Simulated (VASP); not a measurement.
# Cs3LaF2 (P6/mmm) in VASP: further runs

Cs3LaF2 is run at these levels: PBE; tasks: single point, relaxation of cell and atoms.

Program: VASP 6.6.1. These are calculated values, not measurements. Logs are shortened: lines on timing, memory, paths and dates and some standing lists are left out, and cuts for length are marked.

### Step 1. The cell of the first run

The structure is hexagonal, space group P6/mmm (No. 191). Conventional cell: a = 8.417 Å, b = 8.417 Å, c = 3.727 Å, α = 90.00°, β = 90.00°, γ = 120.00°. Cs (site symmetry mmm) has 4 F at 3.06 Å and 2 Cs at 3.73 Å within 4.0 Å. La (site symmetry 6/mmm) has 2 La at 3.73 Å and 12 Cs at 4.60 Å and 6 F at 4.86 Å within 4.9 Å. F (site symmetry -6m2) has 6 Cs at 3.06 Å and 2 F at 3.73 Å within 4.0 Å.

The cell was generated, and may not be a known phase.

### Step 2. Single point, PBE

INCAR reads:

```
ALGO = Normal
EDIFF = 1E-6
ENCUT = 520
GGA = PE
ISIF = 2
ISMEAR = 0
LASPH = T
LCHARG = T
LELF = T
LREAL = F
LVHAR = T
LWAVE = F
NBANDS = 35
NELM = 60
PREC = Accurate
SIGMA = 0.1
```

KPOINTS reads:

```
k-points
0
Gamma
  3 3 6
```

POSCAR reads:

```
Cs3LaF2
1.0
    8.4169653532      0.0000000000      0.0000000000
   -4.2084826766      7.2893058187      0.0000000000
    0.0000000000      0.0000000000      3.7271978858
Cs La F
3 1 2
Direct
    0.5000000000      0.0000000000      0.0000000000
    0.0000000000      0.5000000000      0.0000000000
    0.5000000000      0.5000000000      0.0000000000
    0.0000000000      0.0000000000      0.5000000000
    0.3333333333      0.6666666667      0.5000000000
    0.6666666667      0.3333333333      0.5000000000
```

Potentials or basis: VASP PAW PBE potentials, release 64 (Cs_sv, La, F).

Command:

```console
$ cat potpaw_PBE.64/Cs_sv/POTCAR potpaw_PBE.64/La/POTCAR potpaw_PBE.64/F/POTCAR > POTCAR
$ mpirun -np 1 vasp_std > vasp.out
```

OUTCAR:

```text
EDIFF = 1E-6
   ENCUT = 520
   GGA = PE
   ISIF = 2
   ISMEAR = 0
   LASPH = T
   LREAL = F
   NELM = 60
   PREC = Accurate

 ion  position               nearest neighbor table
   1  0.500  0.000  0.000-
   2  0.000  0.500  0.000-
   3  0.500  0.500  0.000-
   4  0.000  0.000  0.500-
   5  0.333  0.667  0.500-
   6  0.667  0.333  0.500-

  LATTYP: Found a hexagonal cell.
 ALAT       =     8.4169653532
 C/A-ratio  =     0.4428196778

  Lattice vectors:

 A1 = (   8.4169653532,   0.0000000000,   0.0000000000)
 A2 = (  -4.2084826766,   7.2893058187,   0.0000000000)
 A3 = (   0.0000000000,   0.0000000000,   3.7271978858)

Analysis of symmetry for initial positions (statically):
=====================================================================
 Subroutine PRICEL returns:
 Original cell was already a primitive cell.

 Routine SETGRP: Setting up the symmetry group for a
 hexagonal supercell.

 Subroutine GETGRP returns: Found 24 space group operations
 (whereof 24 operations were pure point group operations)
 out of a pool of 24 trial point group operations.

The static configuration has the point symmetry D_6h.

Analysis of symmetry for dynamics (positions and initial velocities):
=====================================================================
 Subroutine PRICEL returns:
 Original cell was already a primitive cell.

 Routine SETGRP: Setting up the symmetry group for a
 hexagonal supercell.

 Subroutine GETGRP returns: Found 24 space group operations
 (whereof 24 operations were pure point group operations)
 out of a pool of 24 trial point group operations.

The dynamic configuration has the point symmetry D_6h.

 Subroutine INISYM returns: Found 24 space group operations
 (whereof 24 operations are pure point group operations),
 and found     1 'primitive' translations

----------------------------------------------------------------------------------------

                                     Primitive cell

  volume of cell :     228.6779

  direct lattice vectors                    reciprocal lattice vectors
     8.416965353  0.000000000  0.000000000     0.118807665  0.068593637  0.000000000
    -4.208482677  7.289305819  0.000000000     0.000000000  0.137187275  0.000000000
     0.000000000  0.000000000  3.727197886     0.000000000  0.000000000  0.268298070

  length of vectors
     8.416965353  8.416965353  3.727197886     0.137187275  0.137187275  0.268298070

  position of ions in fractional coordinates (direct lattice)
     0.500000000  0.000000000  0.000000000
     0.000000000  0.500000000  0.000000000
     0.500000000  0.500000000  0.000000000
     0.000000000  0.000000000  0.500000000
     0.333333333  0.666666667  0.500000000
     0.666666667  0.333333333  0.500000000

  ion indices of the primitive-cell ions
   primitive index   ion index
                 1           1
                 2           2
                 3           3
                 4           4
                 5           5
                 6           6

----------------------------------------------------------------------------------------

 KPOINTS: k-points

Automatic generation of k-mesh.
 Grid dimensions read from file:
 generate k-points for:    3    3    6

 Generating k-lattice:

  Cartesian coordinates                     Fractional coordinates (reciprocal lattice)
     0.039602555  0.022864546  0.000000000     0.333333333  0.000000000  0.000000000
     0.000000000  0.045729092  0.000000000     0.000000000  0.333333333  0.000000000
     0.000000000  0.000000000  0.044716345     0.000000000  0.000000000  0.166666667

  Length of vectors
     0.045729092  0.045729092  0.044716345

  Shift w.r.t. Gamma in fractional coordinates (k-lattice)
     0.000000000  0.000000000  0.000000000

 Subroutine IBZKPT returns following result:
 ===========================================

 Found     12 irreducible k-points:

 Following reciprocal coordinates:
            Coordinates               Weight
  0.000000  0.000000  0.000000      1.000000
  0.333333  0.000000  0.000000      6.000000
  0.333333  0.333333  0.000000      2.000000
  0.000000  0.000000  0.166667      2.000000
  0.333333  0.000000  0.166667     12.000000
  0.333333  0.333333  0.166667      4.000000
  0.000000  0.000000  0.333333      2.000000
  0.333333  0.000000  0.333333     12.000000
  0.333333  0.333333  0.333333      4.000000
  0.000000  0.000000  0.500000      1.000000
  0.333333  0.000000  0.500000      6.000000
  0.333333  0.333333  0.500000      2.000000
   k-points           NKPTS =     12   k-points in BZ     NKDIM =     12   number of bands    NBANDS=     35
   number of dos      NEDOS =    301   number of ions     NIONS =      6
   total plane-waves  NPLWV = 114688
   dimension x,y,z NGX =    64 NGY =   64 NGZ =   28
   dimension x,y,z NGXF=   128 NGYF=  128 NGZF=   56
   ions per type =               3   1   2
   NGX,Y,Z   is equivalent  to a cutoff of  12.64, 12.64, 12.49 a.u.
   NGXF,Y,Z  is equivalent  to a cutoff of  25.28, 25.28, 24.98 a.u.
 SYSTEM =  unknown system
   PREC   = accura    normal or accurate (medium, high low for compatibility)
   ISTART =      0    job   : 0-new  1-cont  2-samecut
   ICHARG =      2    charge: 1-file 2-atom 10-const
   ISPIN  =      1    spin polarized calculation?
   LNONCOLLINEAR =      F non collinear calculations
   LSORBIT =      F    spin-orbit coupling
   LASPH  =      T    aspherical Exc in radial PAW
   ENCUT  =  520.0 eV  38.22 Ry    6.18 a.u.  15.65 15.65  6.93*2*pi/ulx,y,z
   NELM   =     60;   NELMIN=  2; NELMDL= -5     # of ELM steps
   EDIFF  = 0.1E-05   stopping-criterion for ELM
   LREAL  =      F    real-space projection
   EDIFFG = 0.1E-04   stopping-criterion for IOM
   NSW    =      0    number of steps for IOM
   IBRION =     -1    ionic relax: 0-MD 1-quasi-New 2-CG
   NFREE  =      0    steps in history (QN), initial steepest desc. (CG)
   ISIF   =      2    stress and relaxation
   ISYM   =      2    0-nonsym 1-usesym 2-fastsym
   POTIM  = 0.5000    time-step for ionic-motion
   TEBEG  =    0.0;   TEEND  =   0.0 temperature during run
   PSTRESS=    0.0 pullay stress
   NELECT =      52.0000    total number of electrons
   NUPDOWN=      -1.0000    fix difference up-down
   EMIN   =  10.00;   EMAX   =-10.00  energy-range for DOS
   EFERMI =   0.00;   METHOD = LEGACY
   ISMEAR =     0;   SIGMA  =   0.10  broadening in eV -4-tet -1-fermi 0-gaus
   EFERMI_NEDOS =   21; number of points for ismear=-14 and -15
   IALGO  =     38    algorithm
   IMIX   =      4    mixing-type and parameters
     AMIX     =   0.40;   BMIX     =  1.00
     AMIX_MAG =   1.60;   BMIX_MAG =  1.00
  volume/ion in A,a.u.               =      38.11       257.20
  Fermi-wavevector in a.u.,A,eV,Ry     =   0.999236  1.888281 13.585033  0.998472
  Thomas-Fermi vector in A             =   2.131512
   LORBIT       =      0    0 simple, 1 ext, 2 COOP (PROOUT), +10 PAW based schemes
   GGA     = PE    functional components
   LHFCALC =     F    Hartree Fock is set to
   AEXX    =    0.0000 exact exchange contribution
   IVDW    =     0    specifies the selected vdW correction
   LEPSILON=     F    determine dielectric tensor
   LRPA    =     F    only Hartree local field effects (RPA)
 non-spin polarized calculation
 Gauss-broadening in eV      SIGMA  =   0.10
  energy-cutoff  :      520.00
  volume of cell :      228.68
 maximum number of plane-waves:      6218
 NGX is ok and might be reduce to    64
   NGX = 31   NGY = 31   NGZ = 13

 number of electron      51.9999991 magnetization

 Free energy of the ion-electron system (eV)
  ---------------------------------------------------
  ext. energy  EPLUGINS =         0.00000000
  ---------------------------------------------------
  free energy    TOTEN  =       -19.16730121 eV

  energy without entropy =      -19.11900234  energy(sigma->0) =      -19.14315178

 E-fermi :   3.0097     XC(G=0):  -7.9264

 val. band max:        2.9954379251   @ k =   0.3333   0.0000   0.0000
 cond. band min:       3.0773199915   @ k =   0.3333   0.3333   0.0000
 fundamental gap:      0.0818820664
 Fermi energy:         3.0096813197

 k-point     1 :       0.0000    0.0000    0.0000
  band No.  band energies     occupation
      1     -30.8978      2.00000
      2     -20.1782      2.00000
      3     -19.7522      2.00000
      4     -19.7522      2.00000
      5     -19.6968      2.00000
      6     -19.3016      2.00000
[... 27 lines left out ...]
     34       3.9135      0.00000
     35       4.0903      0.00000

 k-point     2 :       0.3333    0.0000    0.0000
  band No.  band energies     occupation
      1     -30.8978      2.00000
      2     -20.1266      2.00000
      3     -19.9316      2.00000
      4     -19.7523      2.00000
      5     -19.5242      2.00000
      6     -19.3469      2.00000
[... 27 lines left out ...]
     34       3.9128      0.00000
     35       4.0457      0.00000

 k-point     3 :       0.3333    0.3333    0.0000
  band No.  band energies     occupation
      1     -30.8978      2.00000
      2     -20.0437      2.00000
      3     -20.0437      2.00000
      4     -19.7523      2.00000
      5     -19.4211      2.00000
      6     -19.4211      2.00000
[... 27 lines left out ...]
     34       3.9116      0.00000
     35       3.9133      0.00000
[... 267 lines left out ...]
 k-point    11 :       0.3333    0.0000    0.5000
  band No.  band energies     occupation
      1     -30.8357      2.00000
      2     -19.6669      2.00000
      3     -19.6620      2.00000
      4     -19.6223      2.00000
      5     -19.5759      2.00000
      6     -19.5588      2.00000
[... 27 lines left out ...]
     34       3.9999      0.00000
     35       4.0297      0.00000

 k-point    12 :       0.3333    0.3333    0.5000
  band No.  band energies     occupation
      1     -30.8357      2.00000
      2     -19.6645      2.00000
      3     -19.6645      2.00000
      4     -19.5992      2.00000
      5     -19.5992      2.00000
      6     -19.5588      2.00000
[... 27 lines left out ...]
     34       3.7680      0.00000
     35       4.0358      0.00000

------------------------ aborting loop because EDIFF is reached ----------------------------------------

  FORCE on cell =-STRESS in cart. coord.  units (eV):
  Direction    XX          YY          ZZ          XY          YZ          ZX
  --------------------------------------------------------------------------------------
  -------------------------------------------------------------------------------------
  Total        0.3843884      0.3843884      0.1178186      0.0000000     -0.0000000      0.0000000
  in kB        2.6931260      2.6931260      0.8254679      0.0000000     -0.0000000      0.0000000
  external PRESSURE =       2.0705733 kB  Pullay stress =       0.0000000 kB

 VOLUME and BASIS-vectors are now :
 -----------------------------------------------------------------------------
  energy-cutoff  :      520.00
  volume of cell :      228.68
      direct lattice vectors                 reciprocal lattice vectors
     8.416965353  0.000000000  0.000000000     0.118807665  0.068593637  0.000000000
    -4.208482677  7.289305819  0.000000000     0.000000000  0.137187275  0.000000000
     0.000000000  0.000000000  3.727197886     0.000000000  0.000000000  0.268298070

 POSITION                                       TOTAL-FORCE (eV/Angst)
 -----------------------------------------------------------------------------------
      4.20848      0.00000      0.00000        -0.000000      0.000000      0.000000
     -2.10424      3.64465      0.00000        -0.000000      0.000000      0.000000
      2.10424      3.64465      0.00000        -0.000000      0.000000      0.000000
      0.00000      0.00000      1.86360        -0.000000      0.000000      0.000000
     -0.00000      4.85954      1.86360        -0.000000      0.000000      0.000000
      4.20848      2.42977      1.86360         0.000000     -0.000000      0.000000
 -----------------------------------------------------------------------------------
    total drift:                               -0.000000      0.000000      0.000000

  FREE ENERGIE OF THE ION-ELECTRON SYSTEM (eV)
  ---------------------------------------------------
  free  energy   TOTEN  =       -19.1673012134 eV

  energy  without entropy=      -19.1190023377  energy(sigma->0) =      -19.14315178
```

Run time: 2.4 min. Hardware: 1 thread of Oxide Virtual Turin-like, shared host; peak memory 0.36 GiB.

What came out:

- Free energy: -19.1673 eV
- Pressure: 0.2 GPa
- Band gap on the k mesh: zero (bands 26 and 27 overlap by 0.29 eV)

Levels at points of the mesh, in eV from the Fermi level:
| k point | band 22 | band 23 | band 24 | band 25 | band 26 | band 27 | band 28 | band 29 | band 30 | band 31 |
| --- | --- | --- | --- | --- | --- | --- | --- | --- | --- | --- |
| (0.00, 0.00, 0.00) | -4.01 | -4.01 | -4.00 | -2.07 | -0.23 | -0.12 | -0.12 | 0.66 | 0.67 | 0.71 |
| (0.00, 0.00, 0.50) | -4.08 | -4.08 | -3.90 | -0.18 | -0.18 | 0.62 | 0.66 | 0.68 | 0.71 | 0.71 |

Caveat: spin-orbit coupling is left out, which moves the levels of the heavy elements.

[end of part 1 of 2]

The gap in the log of VASP goes by the Fermi energy; the results here count the filled bands.